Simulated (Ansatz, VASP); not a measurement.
**Two plane-wave programs on CoH3**

```
Co H
1.0
     3.14964    0.00000    0.00000
     0.00000    3.14964    0.00000
     0.00000    0.00000    3.14928
Co H
1 3
Direct
  0.00000 0.00000 0.00000
  0.00000 0.00000 0.50000
  0.50000 0.00000 0.00000
  0.00000 0.50000 0.00000
```

Alike in both runs: functional PBE; k mesh 4 × 4 × 4; occupations gaussian, width 0.15 eV; collinear spin.

Ansatz relaxed the structure, and its values are those at the end. VASP's run is a single point on that final structure, the one shown.

```csv
,VASP,Ansatz
version,VASP 6.6.1,Ansatz 0.2.0
potentials or method,"VASP PAW PBE potentials, release 64 (Co, H), cutoff 520 eV","scalar-relativistic, plane waves, PAW"
valence electrons in the cell,12,20
```

|  | VASP | Ansatz | Ansatz less VASP |
| --- | --- | --- | --- |
| gap on the k mesh at the Fermi level (eV) | none | none | - |
| pressure (GPa) | -0.2 | -0.1 | +0.14 |
| net moment per atom (μB) | 0.30 | 0.30 | 0.000 |
| size of the moment on the site where the two differ most (μB) | 1.28 | 1.05 | -0.224 |

Site moments also hang on the region over which each program counts them. A gap of «none» marks a metal or a gap that the smearing closes. VASP's potentials hold 12 valence electrons a cell and Ansatz's 20, so a difference there can come from the potentials and not from the codes.

The k mesh is coarse, so the values compare programs but aren't converged.
